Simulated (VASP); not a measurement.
# Ga (Im-3m) in VASP: further runs

Runs on Ga. Level: r2SCAN. Tasks: single point.

Everything below comes from runs of VASP 6.6.1. Logs are shortened: lines on timing, memory, paths and dates and some standing lists are left out, and cuts for length are marked.

## 1. The cell of the first run

It takes space group Im-3m (No. 229, cubic). Conventional cell: a = 3.308 Å, b = 3.308 Å, c = 3.308 Å, α = 90.00°, β = 90.00°, γ = 90.00°. Ga (site symmetry m-3m) has 14 Ga at 2.87 to 3.31 Å within 3.8 Å.

## 2. Single point, r2SCAN

Contents of POSCAR:

```
Ga
1.0
   -1.6542470483      1.6542470483      1.6542470483
    1.6542470483     -1.6542470483      1.6542470483
    1.6542470483      1.6542470483     -1.6542470483
Ga
1
Direct
    0.0000000000      0.0000000000      0.0000000000
```

Contents of INCAR.step1:

```
SYSTEM = Ga
PREC     = Accurate       ! precision mode
ENCUT    = 520            ! plane-wave cutoff, eV
ISMEAR   = 0              ! smearing method
SIGMA    = 0.05           ! smearing width, eV
LREAL    = .False.        ! projectors in reciprocal space
LASPH    = .True.         ! aspherical terms in the spheres
NELM     = 80             ! most SCF steps
NBANDS   = 12             ! bands
GGA      = PE             ! functional
ALGO     = Normal         ! electronic algorithm
EDIFF    = 1E-4           ! SCF threshold, eV
LWAVE    = .True.         ! write WAVECAR
LCHARG   = .False.        ! write CHGCAR
```

Contents of INCAR.step2:

```
SYSTEM = Ga
PREC     = Accurate       ! precision mode
ENCUT    = 520            ! plane-wave cutoff, eV
EDIFF    = 1E-6           ! SCF threshold, eV
ISMEAR   = 0              ! smearing method
SIGMA    = 0.05           ! smearing width, eV
LREAL    = .False.        ! projectors in reciprocal space
LASPH    = .True.         ! aspherical terms in the spheres
NELM     = 80             ! most SCF steps
ALGO     = Normal         ! electronic algorithm
ISIF     = 2              ! what is computed and relaxed
LWAVE    = .False.        ! write WAVECAR
LCHARG   = .False.        ! write CHGCAR
METAGGA  = R2SCAN         ! meta-GGA
LMIXTAU  = .True.       
NBANDS   = 12             ! bands
ISTART   = 1
```

Contents of KPOINTS:

```
regular mesh
0
Gamma
  18 18 18
  0 0 0
```

Potentials or basis: VASP PAW PBE potentials, release 64 (Ga_d).

The run is started by

```bash
cat potpaw_PBE.64/Ga_d/POTCAR > POTCAR
cp INCAR.step1 INCAR
mpirun -np 1 vasp_std > vasp.out
cp INCAR.step2 INCAR
mpirun -np 1 vasp_std > vasp.out
```

OUTCAR:

```text
SYSTEM = Ga
   PREC = Accurate
   ENCUT = 520
   EDIFF = 1E-6
   ISMEAR = 0
   LREAL = .False.
   LASPH = .True.
   NELM = 80
   ISIF = 2
   METAGGA = R2SCAN
   ISTART = 1

 ion  position               nearest neighbor table
   1  0.000  0.000  0.000-

  LATTYP: Found a body centered cubic cell.
 ALAT       =     3.3084940966

  Lattice vectors:

 A1 = (  -1.6542470483,   1.6542470483,   1.6542470483)
 A2 = (   1.6542470483,  -1.6542470483,   1.6542470483)
 A3 = (   1.6542470483,   1.6542470483,  -1.6542470483)

Analysis of symmetry for initial positions (statically):
=====================================================================
 Subroutine PRICEL returns:
 Original cell was already a primitive cell.

 Routine SETGRP: Setting up the symmetry group for a
 body centered cubic supercell.

 Subroutine GETGRP returns: Found 48 space group operations
 (whereof 48 operations were pure point group operations)
 out of a pool of 48 trial point group operations.

The static configuration has the point symmetry O_h .

Analysis of symmetry for dynamics (positions and initial velocities):
=====================================================================
 Subroutine PRICEL returns:
 Original cell was already a primitive cell.

 Routine SETGRP: Setting up the symmetry group for a
 body centered cubic supercell.

 Subroutine GETGRP returns: Found 48 space group operations
 (whereof 48 operations were pure point group operations)
 out of a pool of 48 trial point group operations.

The dynamic configuration has the point symmetry O_h .

 Subroutine INISYM returns: Found 48 space group operations
 (whereof 48 operations are pure point group operations),
 and found     1 'primitive' translations

----------------------------------------------------------------------------------------

                                     Primitive cell

  volume of cell :      18.1076

  direct lattice vectors                    reciprocal lattice vectors
    -1.654247048  1.654247048  1.654247048     0.000000000  0.302252315  0.302252315
     1.654247048 -1.654247048  1.654247048     0.302252315  0.000000000  0.302252315
     1.654247048  1.654247048 -1.654247048     0.302252315  0.302252315  0.000000000

  length of vectors
     2.865239936  2.865239936  2.865239936     0.427449323  0.427449323  0.427449323

  position of ions in fractional coordinates (direct lattice)
     0.000000000  0.000000000  0.000000000

  ion indices of the primitive-cell ions
   primitive index   ion index
                 1           1

----------------------------------------------------------------------------------------

 KPOINTS: regular mesh

Automatic generation of k-mesh.
 Grid dimensions read from file:
 generate k-points for:   18   18   18

 Generating k-lattice:

  Cartesian coordinates                     Fractional coordinates (reciprocal lattice)
     0.000000000  0.016791795  0.016791795     0.055555556  0.000000000  0.000000000
     0.016791795  0.000000000  0.016791795     0.000000000  0.055555556  0.000000000
     0.016791795  0.016791795  0.000000000     0.000000000  0.000000000  0.055555556

  Length of vectors
     0.023747185  0.023747185  0.023747185

  Shift w.r.t. Gamma in fractional coordinates (k-lattice)
     0.000000000  0.000000000  0.000000000

 Subroutine IBZKPT returns following result:
 ===========================================

 Found    195 irreducible k-points:

 Following reciprocal coordinates:
            Coordinates               Weight
  0.000000  0.000000  0.000000      1.000000
  0.055556  0.000000  0.000000     12.000000
  0.111111  0.000000  0.000000     12.000000
  0.166667  0.000000  0.000000     12.000000
  0.222222  0.000000  0.000000     12.000000
  0.277778  0.000000  0.000000     12.000000
[... 16 lines left out ...]
  0.333333  0.111111 -0.000000     48.000000
  0.388889  0.111111  0.000000     48.000000
 [... further k-points ...]
   k-points           NKPTS =    195   k-points in BZ     NKDIM =    195   number of bands    NBANDS=     12
   number of dos      NEDOS =    301   number of ions     NIONS =      1
   total plane-waves  NPLWV =  13824
   dimension x,y,z NGX =    24 NGY =   24 NGZ =   24
   dimension x,y,z NGXF=    48 NGYF=   48 NGZF=   48
   ions per type =               1
   NGX,Y,Z   is equivalent  to a cutoff of  13.93, 13.93, 13.93 a.u.
   NGXF,Y,Z  is equivalent  to a cutoff of  27.85, 27.85, 27.85 a.u.
 SYSTEM =  Ga
   PREC   = accura    normal or accurate (medium, high low for compatibility)
   ISTART =      1    job   : 0-new  1-cont  2-samecut
   ICHARG =      0    charge: 1-file 2-atom 10-const
   ISPIN  =      1    spin polarized calculation?
   LNONCOLLINEAR =      F non collinear calculations
   LSORBIT =      F    spin-orbit coupling
   LASPH  =      T    aspherical Exc in radial PAW
   ENCUT  =  520.0 eV  38.22 Ry    6.18 a.u.   5.33  5.33  5.33*2*pi/ulx,y,z
   NELM   =     80;   NELMIN=  2; NELMDL=  0     # of ELM steps
   EDIFF  = 0.1E-05   stopping-criterion for ELM
   LREAL  =      F    real-space projection
   EDIFFG = 0.1E-04   stopping-criterion for IOM
   NSW    =      0    number of steps for IOM
   IBRION =     -1    ionic relax: 0-MD 1-quasi-New 2-CG
   NFREE  =      0    steps in history (QN), initial steepest desc. (CG)
   ISIF   =      2    stress and relaxation
   ISYM   =      2    0-nonsym 1-usesym 2-fastsym
   POTIM  = 0.5000    time-step for ionic-motion
   TEBEG  =    0.0;   TEEND  =   0.0 temperature during run
   PSTRESS=    0.0 pullay stress
   NELECT =      13.0000    total number of electrons
   NUPDOWN=      -1.0000    fix difference up-down
   EMIN   =  10.00;   EMAX   =-10.00  energy-range for DOS
   EFERMI =   0.00;   METHOD = LEGACY
   ISMEAR =     0;   SIGMA  =   0.05  broadening in eV -4-tet -1-fermi 0-gaus
   EFERMI_NEDOS =   21; number of points for ismear=-14 and -15
   IALGO  =     38    algorithm
   IMIX   =      4    mixing-type and parameters
     AMIX     =   0.40;   BMIX     =  1.00
     AMIX_MAG =   1.60;   BMIX_MAG =  1.00
  volume/ion in A,a.u.               =      18.11       122.20
  Fermi-wavevector in a.u.,A,eV,Ry     =   1.465893  2.770136 29.236771  2.148842
  Thomas-Fermi vector in A             =   2.581696
   LORBIT       =      0    0 simple, 1 ext, 2 COOP (PROOUT), +10 PAW based schemes
   METAGGA = R2SCAN    functional components
   LHFCALC =     F    Hartree Fock is set to
   AEXX    =    0.0000 exact exchange contribution
   IVDW    =     0    specifies the selected vdW correction
   LEPSILON=     F    determine dielectric tensor
   LRPA    =     F    only Hartree local field effects (RPA)
 non-spin polarized calculation
 Gauss-broadening in eV      SIGMA  =   0.05
  energy-cutoff  :      520.00
  volume of cell :       18.11
 maximum number of plane-waves:       498
 NGX is ok and might be reduce to    24
   NGX = 11   NGY = 11   NGZ = 11

 number of electron      13.0000008 magnetization

 Free energy of the ion-electron system (eV)
  ---------------------------------------------------
  ext. energy  EPLUGINS =         0.00000000
  ---------------------------------------------------
  free energy    TOTEN  =       -11.27457538 eV

  energy without entropy =      -11.27398399  energy(sigma->0) =      -11.27427968

 E-fermi :   5.8599     XC(G=0): -12.4456

 val. band max:        5.8472951449   @ k =   0.2778   0.1667   0.0556
 cond. band min:       5.8783792516   @ k =  -0.3889   0.3889   0.1667
 fundamental gap:      0.0310841067
 Fermi energy:         5.8599436504

 k-point     1 :       0.0000    0.0000    0.0000
  band No.  band energies     occupation
      1      -9.6797      2.00000
      2      -9.6797      2.00000
      3      -9.6797      2.00000
      4      -9.4633      2.00000
      5      -9.4633      2.00000
      6      -6.1450      2.00000
      7      19.7162      0.00000
      8      19.7162      0.00000
      9      19.7163      0.00000
     10      24.2062      0.00000
     11      24.2062      0.00000
     12      24.2064      0.00000

 k-point     2 :       0.0556    0.0000    0.0000
  band No.  band energies     occupation
      1      -9.6827      2.00000
      2      -9.6777      2.00000
      3      -9.6696      2.00000
      4      -9.4664      2.00000
      5      -9.4633      2.00000
      6      -6.0536      2.00000
      7      18.8002      0.00000
      8      19.2097      0.00000
      9      19.5540      0.00000
     10      23.0227      0.00000
     11      23.0875      0.00000
     12      24.3342      0.00000

 k-point     3 :       0.1111    0.0000    0.0000
  band No.  band energies     occupation
      1      -9.6914      2.00000
      2      -9.6733      2.00000
      3      -9.6404      2.00000
      4      -9.4747      2.00000
      5      -9.4634      2.00000
      6      -5.7779      2.00000
      7      16.6941      0.00000
      8      18.1671      0.00000
      9      19.0883      0.00000
     10      21.8900      0.00000
     11      21.8988      0.00000
     12      23.9968      0.00000
[... 286 lines left out ...]
 k-point    23 :       0.3333    0.1111   -0.0000
  band No.  band energies     occupation
      1      -9.7575      2.00000
      2      -9.7153      2.00000
      3      -9.4878      2.00000
      4      -9.4710      2.00000
      5      -9.3890      2.00000
      6      -1.2984      2.00000
      7       5.3567      2.00000
      8      11.6680      0.00000
      9      14.8064      0.00000
     10      19.5523      0.00000
     11      22.0685      0.00000
     12      25.6113      0.00000

 k-point    24 :       0.3889    0.1111    0.0000
  band No.  band energies     occupation
      1      -9.7657      2.00000
      2      -9.7280      2.00000
      3      -9.4807      2.00000
      4      -9.4720      2.00000
      5      -9.3628      2.00000
      6       0.0897      2.00000
      7       3.4538      2.00000
      8      11.3749      0.00000
      9      14.5444      0.00000
     10      19.3361      0.00000
     11      21.9227      0.00000
     12      26.7568      0.00000

 [... further k-points ...]
[... 5 lines left out ...]
  --------------------------------------------------------------------------------------
  -------------------------------------------------------------------------------------
  Total        0.0188904      0.0188904      0.0188904      0.0000000      0.0000000     -0.0000000
  in kB        1.6714423      1.6714423      1.6714423      0.0000000      0.0000000     -0.0000000
  external PRESSURE =       1.6714423 kB  Pullay stress =       0.0000000 kB

 VOLUME and BASIS-vectors are now :
 -----------------------------------------------------------------------------
  energy-cutoff  :      520.00
  volume of cell :       18.11
      direct lattice vectors                 reciprocal lattice vectors
    -1.654247048  1.654247048  1.654247048     0.000000000  0.302252315  0.302252315
     1.654247048 -1.654247048  1.654247048     0.302252315  0.000000000  0.302252315
     1.654247048  1.654247048 -1.654247048     0.302252315  0.302252315  0.000000000

 POSITION                                       TOTAL-FORCE (eV/Angst)
 -----------------------------------------------------------------------------------
      0.00000      0.00000      0.00000         0.000000     -0.000000      0.000000
 -----------------------------------------------------------------------------------
    total drift:                                0.000000      0.000000      0.000000

  FREE ENERGIE OF THE ION-ELECTRON SYSTEM (eV)
  ---------------------------------------------------
  free  energy   TOTEN  =       -11.2745753775 eV

  energy  without entropy=      -11.2739839917  energy(sigma->0) =      -11.27427968
```

Run time: 52 s. Hardware: 1 thread of Intel Xeon 6975P-C (Granite Rapids), shared host; peak memory 0.17 GiB.

What came out:

```
Free energy : -11.2746 eV
Pressure    : 0.2 GPa
```

Caveat: the PAW data sets were made with another functional, which shifts forces and pressure a little.

## 3. Single point, r2SCAN

This run uses another cell than the first one, of 18.87 Å³/atom, 1.042 times its volume.

Contents of POSCAR:

```
Ga
1.0
   -1.6771778249      1.6771778249      1.6771778249
    1.6771778249     -1.6771778249      1.6771778249
    1.6771778249      1.6771778249     -1.6771778249
Ga
1
Direct
    0.0000000000      0.0000000000      0.0000000000
```

Contents of INCAR.step1:

```
  PREC = Accurate
  ENCUT = 520
  ISMEAR = 0
  SIGMA = 0.05
  LREAL = F
  LASPH = T
  NELM = 60
  NBANDS = 12
  GGA = PE
  ALGO = Normal
  EDIFF = 1E-4
  LWAVE = T
  LCHARG = F
```

Contents of INCAR.step2:

```
  PREC = Accurate
  ENCUT = 520
  EDIFF = 1E-6
  ISMEAR = 0
  SIGMA = 0.05
  LREAL = F
  LASPH = T
  NELM = 60
  ALGO = Normal
  ISIF = 2
  LWAVE = F
  LCHARG = T
  METAGGA = R2SCAN
  LMIXTAU = T
  LELF = T
  LVHAR = T
  NBANDS = 12
  ISTART = 1
```

Contents of KPOINTS:

```
Automatic mesh
0
Gamma
  18 18 18
```

Potentials or basis: VASP PAW PBE potentials, release 64 (Ga_d).

The run is started by

```bash
cat potpaw_PBE.64/Ga_d/POTCAR > POTCAR
cp INCAR.step1 INCAR
mpirun -np 1 vasp_std > vasp.out
cp INCAR.step2 INCAR
mpirun -np 1 vasp_std > vasp.out
```

Run time: 66 s. Hardware: 1 thread of Intel Xeon 6975P-C (Granite Rapids), shared host; peak memory 0.17 GiB.

Results (log left out):

| Quantity | Value |
| --- | --- |
| Free energy | -11.2693 eV |
| Pressure | -2.1 GPa |

Levels at points of the mesh, in eV from the Fermi level:
```tsv
k point	band 2	band 3	band 4	band 5	band 6	band 7	band 8	band 9	band 10	band 11
(0.00, 0.00, 0.00)	-15.50	-15.50	-15.30	-15.30	-11.67	13.30	13.30	13.30	17.90	17.90
(0.50, 0.00, 0.00)	-15.57	-15.32	-15.30	-15.18	-4.66	-4.02	7.37	9.60	11.93	12.47
(0.50, 0.50, 0.50)	-15.61	-15.21	-15.21	-15.21	1.62	1.62	1.62	1.78	6.05	6.05
```

Caveat: the PAW data sets were made with another functional, which shifts forces and pressure a little.

## 4. Single point, r2SCAN

This run uses another cell than the first one, of 19.24 Å³/atom, 1.063 times its volume.

Contents of POSCAR:

```
Ga
1.0
   -1.6880552095      1.6880552095      1.6880552095
    1.6880552095     -1.6880552095      1.6880552095
    1.6880552095      1.6880552095     -1.6880552095
Ga
1
Direct
    0.0000000000      0.0000000000      0.0000000000
```

Contents of INCAR.step1:

```
SYSTEM = Ga
PREC = Accurate
ENCUT = 520
ISMEAR = 0
SIGMA = 0.05
LREAL = .False.
LASPH = .True.
NELM = 100
NBANDS = 12
GGA = PE
ALGO = Normal
EDIFF = 1E-4
LWAVE = .True.
LCHARG = .False.
```

Contents of INCAR.step2:

```
SYSTEM = Ga
PREC = Accurate
ENCUT = 520
EDIFF = 1E-6
ISMEAR = 0
SIGMA = 0.05
LREAL = .False.
LASPH = .True.
NELM = 100
ALGO = Normal
ISIF = 2
LWAVE = .False.
LCHARG = .False.
METAGGA = R2SCAN
LMIXTAU = .True.
NBANDS = 12
ISTART = 1
```

Contents of KPOINTS:

```
Automatic mesh
0
Gamma
  18 18 18
  0 0 0
```

The run is started by

```bash
cat potpaw_PBE.64/Ga_d/POTCAR > POTCAR
cp INCAR.step1 INCAR
mpirun -np 1 vasp_std > vasp.out
cp INCAR.step2 INCAR
mpirun -np 1 vasp_std > vasp.out
```

Wall time 78 s (1 thread of Intel Xeon 6975P-C (Granite Rapids), shared host); peak memory 0.17 GiB.

Results (log left out):

- Free energy: -11.2634 eV
- Pressure: -2.9 GPa

Levels at points of the mesh, in eV from the Fermi level:
```csv
k point,band 4,band 5,band 6,band 7,band 8,band 9
"(0.00, 0.00, 0.00)",-15.30,-15.30,-11.52,13.04,13.04,13.04
"(0.50, 0.00, 0.00)",-15.30,-15.19,-4.67,-3.93,7.25,9.48
"(0.50, 0.50, 0.50)",-15.21,-15.21,1.60,1.61,1.61,1.61
```

Caveat: the PAW data sets were made with another functional, which shifts forces and pressure a little.

## 5. Overview

| cell | gap on the mesh (eV) | pressure (GPa) |
| --- | --- | --- |
| a = 2.865 Å, angles 109.5°, 1 atom | none | 0.2 |
| a = 2.905 Å, angles 109.5°, 1 atom | none | -2.1 |
| a = 2.924 Å, angles 109.5°, 1 atom | none | -2.9 |

Alike in all rows: task single point; level r2SCAN; potentials or basis VASP PAW PBE potentials, release 64 (Ga_d); no spin polarisation; k mesh 18 × 18 × 18; cutoff (eV) 520; smearing gaussian 0.05 eV.

Caveats: the PAW data sets were made with another functional, which shifts forces and pressure a little.

Total energies depend on the potentials used, so only differences within one code and one set of settings carry meaning.
